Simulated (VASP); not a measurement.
Runs of VASP 6.6.1 on BN. The structure is that of space group Fmm2 (No. 42), or close to it. The cells are those of the table. 

```csv
cell,gap on the mesh (eV),pressure (GPa),largest force (eV/Å)
"a = 4.137, b = 2.420, c = 3.817 Å, angles 79.7, 35.1, 65.2°, 2 atoms",4.02,7.3,1.56
"a = 4.099, b = 2.715, c = 3.494 Å, angles 81.6, 40.9, 57.5°, 2 atoms",2.44,-17.2,0.24
"a = 4.113, b = 2.824, c = 3.402 Å, angles 82.1, 42.8, 55.0°, 2 atoms",1.88,-19.3,0.65
"a = 4.171, b = 2.350, c = 3.919 Å, angles 79.1, 33.6, 67.3°, 2 atoms",(a),21.8,4.16
"a = 4.098, b = 2.607, c = 3.597 Å, angles 81.0, 38.9, 60.1°, 2 atoms",(b),-12.6,0.58
```

Alike in all rows: task single point; level LDA; potentials or basis VASP PAW LDA potentials, release 64 (B, N); no spin polarisation; k mesh 12 × 12 × 12; cutoff (eV) 600; smearing gaussian 0.05 eV.

Question: Fill in the values left out.

Answer: (a) 3.87; (b) 3.01.

Caveats: the cell stands under tension (at least some runs); the cell stands under pressure (at least some runs); forces of over 1 eV/Å act on the atoms, so gaps and moduli don't describe the material at rest (at least some runs).

A k mesh can miss the band edges.
